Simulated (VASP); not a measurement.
A run of VASP 6.6.1 is set up as follows.

INCAR

```
SYSTEM = Si2Sn
PREC = Accurate
ENCUT = 520
EDIFF = 1E-6
ISMEAR = -1
SIGMA = 0.02
LREAL = .False.
LASPH = .True.
NELM = 60
ALGO = Normal
ISIF = 2
LWAVE = .False.
LCHARG = .True.
GGA = PE
LELF = .True.
LVHAR = .True.
NBANDS = 31
```

KPOINTS

```
regular mesh
0
Gamma
  12 12 4
  0 0 0
```

Contents of POSCAR:

```
Si2Sn
1.0
    4.1475884421      0.0000000000      0.0000000000
   -2.0737942211      3.5919169553      0.0000000000
    0.0000000000      0.0000000000     10.1952387327
Si Sn
4 2
Direct
    0.0000000000      0.0000000000     -0.0161550179
    0.6666666667      0.3333333333      0.6835700675
    0.3333333333      0.6666666667      0.3345609137
    0.6666666667      0.3333333333      0.9151556279
    0.3333333333      0.6666666667      0.5908706904
    0.0000000000      0.0000000000      0.2419977183
```

Potentials or basis: VASP PAW PBE potentials, release 64 (Si, Sn_d).

Run with:

```sh
$ cat potpaw_PBE.64/Si/POTCAR potpaw_PBE.64/Sn_d/POTCAR > POTCAR
$ mpirun -np 1 vasp_std > vasp.out
```

Predict the band gap on the k mesh.

0.02 eV.

Predict the largest force.

0.004 eV/Å.

Estimate the pressure.

-0.1 GPa.

Forces on the atoms (eV/Å):
```
Si   0.000  0.000  0.003
Si   0.000  0.000 -0.004
Si   0.000  0.000 -0.003
Si   0.000  0.000 -0.003
Sn   0.000  0.000  0.003
Sn   0.000  0.000  0.004
```

Caveat: spin-orbit coupling is left out, which moves the levels of the heavy elements. A k mesh can miss the band edges.
